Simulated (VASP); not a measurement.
# PbSe (Fm-3m) in VASP: a series of runs, part 2 of 2

VASP 6.6.1. Earlier steps stand in the parts before.

### 4 Single point, LDA

This run uses another cell than the first one, of 25.02 Å³/atom, 1.081 times its volume.

INCAR reads:

```
PREC = Accurate ; ENCUT = 520
EDIFF = 1E-6 ; ISMEAR = -1
SIGMA = 0.05 ; LREAL = F
LASPH = T ; NELM = 80
ALGO = Normal ; ISIF = 2
LWAVE = F ; LCHARG = T
LELF = T ; LVHAR = T
NBANDS = 17
```

KPOINTS reads:

```
regular mesh
0
Gamma
  14 14 14
```

POSCAR reads:

```
PbSe
1.0
    0.0000000000      2.9247387302      2.9247387302
    2.9247387302      0.0000000000      2.9247387302
    2.9247387302      2.9247387302      0.0000000000
Pb Se
1 1
Direct
    0.0000000000      0.0000000000      0.0000000000
    0.5000000000      0.5000000000      0.5000000000
```

Potentials or basis: VASP PAW LDA potentials, release 64 (Pb_d, Se).

On the command line:

```
cat potpaw_LDA.64/Pb_d/POTCAR potpaw_LDA.64/Se/POTCAR > POTCAR
mpirun -np 1 vasp_std > vasp.out
```

OUTCAR:

```text
PREC = Accurate
   ENCUT = 520
   EDIFF = 1E-6
   ISMEAR = -1
   LREAL = F
   LASPH = T
   NELM = 80
   ISIF = 2

 ion  position               nearest neighbor table
   1  0.000  0.000  0.000-   2 2.92   2 2.92   2 2.92   2 2.92   2 2.92   2 2.92
   2  0.500  0.500  0.500-   1 2.92   1 2.92   1 2.92   1 2.92   1 2.92   1 2.92

  LATTYP: Found a face centered cubic cell.
 ALAT       =     5.8494774604

  Lattice vectors:

 A1 = (   0.0000000000,   2.9247387302,   2.9247387302)
 A2 = (   2.9247387302,   0.0000000000,   2.9247387302)
 A3 = (   2.9247387302,   2.9247387302,   0.0000000000)

Analysis of symmetry for initial positions (statically):
=====================================================================
 Subroutine PRICEL returns:
 Original cell was already a primitive cell.

 Routine SETGRP: Setting up the symmetry group for a
 face centered cubic supercell.

 Subroutine GETGRP returns: Found 48 space group operations
 (whereof 48 operations were pure point group operations)
 out of a pool of 48 trial point group operations.

The static configuration has the point symmetry O_h .

Analysis of symmetry for dynamics (positions and initial velocities):
[... 159 lines left out ...]

 val. band max:        6.5447794073   @ k =   0.5000   0.0000   0.0000
 cond. band min:       6.9163185474   @ k =   0.5000   0.0000   0.0000
 fundamental gap:      0.3715391401
 Fermi energy:         6.6960472408

 k-point     1 :       0.0000    0.0000    0.0000
  band No.  band energies     occupation
      1     -10.3462      2.00000
      2     -10.3462      2.00000
      3     -10.3359      2.00000
      4     -10.3359      2.00000
      5     -10.3359      2.00000
      6      -8.1346      2.00000
[... 457 lines left out ...]
      4     -10.3082      2.00000
      5     -10.2991      2.00000
      6      -7.4260      2.00000
[... 9 lines left out ...]
     16      15.5150      0.00000
     17      17.6936      0.00000

 [... further k-points ...]

------------------------ aborting loop because EDIFF is reached ----------------------------------------

  FORCE on cell =-STRESS in cart. coord.  units (eV):
  Direction    XX          YY          ZZ          XY          YZ          ZX
  --------------------------------------------------------------------------------------
  -------------------------------------------------------------------------------------
  Total        2.2420920      2.2420920      2.2420920      0.0000000      0.0000000      0.0000000
  in kB       71.7914592     71.7914592     71.7914592      0.0000000      0.0000000      0.0000000
  external PRESSURE =      71.7914592 kB  Pullay stress =       0.0000000 kB

 VOLUME and BASIS-vectors are now :
 -----------------------------------------------------------------------------
  energy-cutoff  :      520.00
  volume of cell :       50.04
      direct lattice vectors                 reciprocal lattice vectors
     0.000000000  2.924738730  2.924738730    -0.170955441  0.170955441  0.170955441
     2.924738730  0.000000000  2.924738730     0.170955441 -0.170955441  0.170955441
     2.924738730  2.924738730  0.000000000     0.170955441  0.170955441 -0.170955441

 POSITION                                       TOTAL-FORCE (eV/Angst)
 -----------------------------------------------------------------------------------
      0.00000      0.00000      0.00000         0.000000      0.000000     -0.000000
      2.92474      2.92474      2.92474         0.000000      0.000000      0.000000
 -----------------------------------------------------------------------------------
    total drift:                                0.000000     -0.000000     -0.000000

  FREE ENERGIE OF THE ION-ELECTRON SYSTEM (eV)
  ---------------------------------------------------
  free  energy   TOTEN  =        -9.3483346755 eV

  energy  without entropy=       -9.3482099871  energy(sigma->0) =       -9.34827233
```

stdout:

```text
POSCAR found type information on POSCAR PbSe
 POSCAR found :  2 types and       2 ions
 scaLAPACK will be used
 LDA part: xc-table for (Slater(with rela. corr.)+CA(PZ))
 , standard interpolation
 POSCAR, INCAR and KPOINTS ok, starting setup
 FFT: planning ... GRIDC
 FFT: planning ... GRID_SOFT
 FFT: planning ... GRID
 WAVECAR not read
 entering main loop
```

It took 23 s on 1 thread of Intel Xeon 6975P-C (Granite Rapids), shared host; peak memory 0.22 GiB.

Results:

```
Free energy            : -9.3483 eV
Pressure               : 7.2 GPa
Band gap on the k mesh : 0.37 eV, direct
```

Levels at points of the mesh, in eV from the valence-band top:
```csv
k point,band 8,band 9,band 10,band 11,band 12,band 13
"(0.00, 0.00, 0.00)",-2.33,-2.33,-2.33,5.10,5.10,5.10
"(0.50, 0.00, 0.00)",-1.78,-1.78,0.00,0.37,1.47,1.47
"(0.50, 0.50, 0.00)",-6.04,-3.96,-3.96,3.21,6.25,6.25
```

Caveat: spin-orbit coupling is left out, which moves the levels of the heavy elements. A k mesh can miss the band edges.

### 5 Single point, LDA

This run uses another cell than the first one, of 25.96 Å³/atom, 1.122 times its volume.

INCAR reads:

```
SYSTEM = PbSe
PREC = Accurate
ENCUT = 520
EDIFF = 1E-6
ISMEAR = -1
SIGMA = 0.05
LREAL = .False.
LASPH = .True.
NELM = 60
ALGO = Normal
ISIF = 2
LWAVE = .False.
LCHARG = .False.
NBANDS = 17
```

KPOINTS reads:

```
regular mesh
0
Gamma
  14 14 14
  0 0 0
```

POSCAR reads:

```
PbSe
1.0
    0.0000000000      2.9610568450      2.9610568450
    2.9610568450      0.0000000000      2.9610568450
    2.9610568450      2.9610568450      0.0000000000
Pb Se
1 1
Direct
    0.0000000000      0.0000000000      0.0000000000
    0.5000000000      0.5000000000      0.5000000000
```

On the command line:

```
cat potpaw_LDA.64/Pb_d/POTCAR potpaw_LDA.64/Se/POTCAR > POTCAR
mpirun -np 1 vasp_std > vasp.out
```

Wall time 23 s (1 thread of Intel Xeon 6975P-C (Granite Rapids), shared host); peak memory 0.22 GiB.

It converged, with:

* Free energy: -9.4152 eV
* Pressure: 4.1 GPa
* Band gap on the k mesh: 0.21 eV, direct

Levels at points of the mesh, in eV from the valence-band top:
```tsv
k point	band 6	band 7	band 8	band 9	band 10	band 11	band 12	band 13	band 14	band 15
(0.00, 0.00, 0.00)	-14.42	-6.12	-2.24	-2.24	-2.24	4.91	4.91	4.91	6.35	6.35
(0.50, 0.00, 0.00)	-13.09	-9.39	-1.74	-1.74	0.00	0.21	1.47	1.47	8.63	10.17
(0.50, 0.50, 0.00)	-12.53	-7.55	-5.80	-3.80	-3.80	3.27	5.99	5.99	6.47	11.67
```

Caveat: spin-orbit coupling is left out, which moves the levels of the heavy elements.

### 6 Single point, LDA

This run uses another cell than the first one, of 26.70 Å³/atom, 1.154 times its volume.

INCAR reads:

```
SYSTEM = PbSe
  PREC = Accurate
  ENCUT = 520
  EDIFF = 1E-6
  ISMEAR = -1
  SIGMA = 0.05
  LREAL = .False.
  LASPH = .True.
  NELM = 60
  ALGO = Normal
  ISIF = 2
  LWAVE = .False.
  LCHARG = .True.
  LELF = .True.
  LVHAR = .True.
  NBANDS = 17
```

KPOINTS is that of step 5.

POSCAR reads:

```
PbSe
1.0
    0.0000000000      2.9888002584      2.9888002584
    2.9888002584      0.0000000000      2.9888002584
    2.9888002584      2.9888002584      0.0000000000
Pb Se
1 1
Direct
    0.0000000000      0.0000000000      0.0000000000
    0.5000000000      0.5000000000      0.5000000000
```

Potentials or basis: VASP PAW LDA potentials, release 64 (Pb_d, Se).

On the command line:

```
cat potpaw_LDA.64/Pb_d/POTCAR potpaw_LDA.64/Se/POTCAR > POTCAR
mpirun -np 1 vasp_std > vasp.out
```

Wall time 24 s (1 thread of Intel Xeon 6975P-C (Granite Rapids), shared host); peak memory 0.22 GiB.

The run converged. Its results:

| Item | Value |
| --- | --- |
| Free energy | -9.4443 eV |
| Pressure | 2.1 GPa |
| Band gap on the k mesh | 0.10 eV, direct |

Levels at points of the mesh, in eV from the valence-band top:
```
           k point  band 6  band 7  band 8  band 9  band 10  band 11  band 12  band 13  band 14  band 15
(0.00, 0.00, 0.00)  -14.23   -6.24   -2.18   -2.18    -2.18     4.78     4.78     4.78     6.34     6.34
(0.50, 0.00, 0.00)  -12.97   -9.28   -1.70   -1.70     0.00     0.09     1.46     1.46     8.52    10.12
(0.50, 0.50, 0.00)  -12.47   -7.57   -5.62   -3.69    -3.69     3.32     5.81     5.81     6.27    11.52
```

Caveat: spin-orbit coupling is left out, which moves the levels of the heavy elements. A k mesh can miss the band edges.

### 7 The runs side by side

```tsv
cell	gap on the mesh (eV)	pressure (GPa)
a = 4.030 Å, angles 60.0°, 2 atoms	0.34	15.2
a = 4.092 Å, angles 60.0°, 2 atoms	0.40	10.2
a = 4.136 Å, angles 60.0°, 2 atoms	0.37	7.2
a = 4.188 Å, angles 60.0°, 2 atoms	0.21	4.1
a = 4.227 Å, angles 60.0°, 2 atoms	0.10	2.1
```

Alike in all rows: task single point; level LDA; potentials or basis VASP PAW LDA potentials, release 64 (Pb_d, Se); no spin polarisation; k mesh 14 × 14 × 14; cutoff (eV) 520; smearing fermi-dirac 0.05 eV.

Caveats: spin-orbit coupling is left out, which moves the levels of the heavy elements.

Absolute energies hang on the potentials; compare differences alone.
